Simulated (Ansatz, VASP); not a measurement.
**One calculation of Zr, two programs**

File INCAR:

```
PREC     = Accurate       # precision mode
ENCUT    = 520            # plane-wave cutoff, eV
EDIFF    = 1E-7           # SCF threshold, eV
ISMEAR   = -1             # smearing method
SIGMA    = 0.1            # smearing width, eV
LREAL    = F              # projectors in reciprocal space
LASPH    = T              # aspherical terms in the spheres
NELM     = 80             # most SCF steps
ALGO     = Normal         # electronic algorithm
ISIF     = 2              # what is computed and relaxed
LWAVE    = F              # write WAVECAR
LCHARG   = F              # write CHGCAR
GGA      = PE             # functional
NBANDS   = 12             # bands
```

The input KPOINTS:

```
regular mesh
0
Gamma
  16 16 14
```

The input POSCAR:

```
Zr
1.0
    3.0200136623      0.0000000000      0.0000000000
   -1.5100068312      2.6154085514      0.0000000000
    0.0000000000      0.0000000000      3.0219146634
Zr
1
Direct
    0.0000000000      0.0000000000      0.0000000000
```

Input for Ansatz:

```yaml
crystal:
  lattice:
    - [3.0200136623, 0.0, 0.0]
    - [-1.5100068312, 2.6154085514, 0.0]
    - [0.0, 0.0, 3.0219146634]
  atoms:
    - { symbol: Zr, position: [0.0, 0.0, 0.0] }
kpoints:
  mp_grid: { grid: [16, 16, 14] }
scf:
  occupations: { method: fermi_dirac, width: 0.1 }
hamiltonian:
  xc: pbe
  pseudopotentials: { kind: nc }
output:
  forces: true
  stress: true
  eigenvalues: true
```

Change from the starting cell: volume scaled by 1, norm-conserving files.

Alike in both runs: task single point; functional PBE; k mesh 16 × 16 × 14; occupations fermi-dirac, width 0.1 eV; no spin polarisation.

```csv
,VASP,Ansatz
version,VASP 6.6.1,Ansatz 0.2.0
potentials or method,"VASP PAW PBE potentials, release 64 (Zr_sv)",scalar-relativistic
plane-wave cutoff (eV),520,898
valence electrons in the cell,12,12
```

```csv
,VASP,Ansatz,Ansatz less VASP
pressure (GPa),0.0,0.0,0.00
```
